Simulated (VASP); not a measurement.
Input of a VASP 6.6.1 run:

Contents of INCAR:

```
PREC = Accurate
ENCUT = 500
EDIFF = 1E-6
ISMEAR = 0
SIGMA = 0.01
LREAL = False
LASPH = True
NELM = 120
ALGO = Normal
ISIF = 2
LWAVE = False
LCHARG = False
GGA = PE
NBANDS = 19
GGA_COMPAT = False
```

Contents of KPOINTS:

```
Automatic mesh
0
Gamma
  2 2 1
```

POSCAR

```
ZrS2
1.0
    3.6913830000      0.0000000000      0.0000000000
   -1.8456915000      3.1968314531      0.0000000000
    0.0000000000      0.0000000000      6.0410770000
Zr S
1 2
Direct
    0.0000000000      0.0000000000      0.0000000000
    0.6666666667      0.3333333333      0.7620900000
    0.3333333333      0.6666666667      0.2379100000
```

Potentials or basis: VASP PAW PBE potentials, release 64 (Zr_sv, S).

Run with:

```console
$ cat potpaw_PBE.64/Zr_sv/POTCAR potpaw_PBE.64/S/POTCAR > POTCAR
$ mpirun -np 1 vasp_std > vasp.out
```

(1) What does it give for the pressure?

(2) What does it give for the band gap on the k mesh?

(3) What does it give for the largest force?

Answers

(1) 2.1 GPa.

(2) 1.00 eV (least direct gap 1.34 eV).

(3) 0.328 eV/Å.

Caveat: the k points lie up to 1.04 Å⁻¹ apart; an odd mesh through Γ misses points on the zone boundary, where band edges can lie; this functional lacks dispersion, which binds the layers, so the pressure and a relaxed spacing across them are unreliable.
